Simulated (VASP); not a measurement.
Here is a VASP 6.6.1 calculation.

File INCAR:

```
PREC = Accurate
ENCUT = 520
EDIFF = 1E-6
ISMEAR = -1
SIGMA = 0.01
LREAL = Auto
LASPH = T
NELM = 120
ALGO = Normal
ISIF = 2
LWAVE = F
LCHARG = F
GGA = PE
NBANDS = 86
NELECT = 130.0
GGA_COMPAT = F
```

Contents of KPOINTS:

```
regular mesh
0
Gamma
  1 1 1
```

Contents of POSCAR:

```
Si16HC16
1.0
    6.1879230300      0.0000000600      0.0000000000
   -3.0939615600      5.3588985100      0.0000000000
    0.0000000000      0.0000000000     10.1287833600
Si C H
16 16 1
Direct
    0.3357729341      0.1771951788      0.9367294830
    0.1628395283      0.3333724247      0.4386202017
   -0.0041876238     -0.0037808142      0.6890431705
   -0.0020400904      0.0007227232      0.1867627071
    0.3357719356      0.6621067694      0.9367012466
    0.1643115961      0.8341055502      0.4385227566
   -0.0041839281      0.5032942862      0.6890717031
   -0.0020373838      0.5011089490      0.1867648791
    0.8344944245      0.1690897762      0.9363217341
    0.6645048221      0.3328398470      0.4373764195
    0.4965252006      0.0000548565      0.6840994376
    0.4984624940      0.0011701976      0.1878731070
    0.8371472701      0.6704213456      0.9428459135
    0.6645201737      0.8356017476      0.4373547980
    0.4911713173      0.4974287096      0.6892624466
    0.5054984566      0.5046884102      0.1925008099
    0.3291365534      0.1579462605      0.7437731396
    0.1665847745      0.3352319486      0.2494636236
   -0.0033988700     -0.0007996046      0.4998641811
    0.0025907025      0.0064306125     -0.0020151482
    0.3291207225      0.6747729918      0.7438283289
    0.1642881726      0.8340803585      0.2483254810
   -0.0034085306      0.5012716690      0.4998808662
    0.0025954881      0.4998529072     -0.0020119889
    0.8312871782      0.1674765716      0.7466084258
    0.6666554937      0.3333095330      0.2503296704
    0.4988996599      0.0013864734      0.4953355030
    0.4982481610      0.0009319023     -0.0010646886
    0.8221793095      0.6629569386      0.7515510728
    0.6666632311      0.8372472350      0.2503117018
    0.4967156943      0.5003289324      0.4986174371
    0.5181549978      0.5109094647      0.0099263649
    0.3254438850      0.4139882434      0.8530285122
```

Potentials or basis: VASP PAW PBE potentials, release 64 (Si, C, H).

The run is started by

```sh
$ cat potpaw_PBE.64/Si/POTCAR potpaw_PBE.64/C/POTCAR potpaw_PBE.64/H/POTCAR > POTCAR
$ mpirun -np 1 vasp_gam > vasp.out
```

(1) Predict the largest force.

## Answers

(1) 1.834 eV/Å.

Caveat: the k points lie up to 1.17 Å⁻¹ apart, too coarse for converged energies, forces and pressures; the cell carries a net charge on a neutralising background, which shifts energy and pressure.
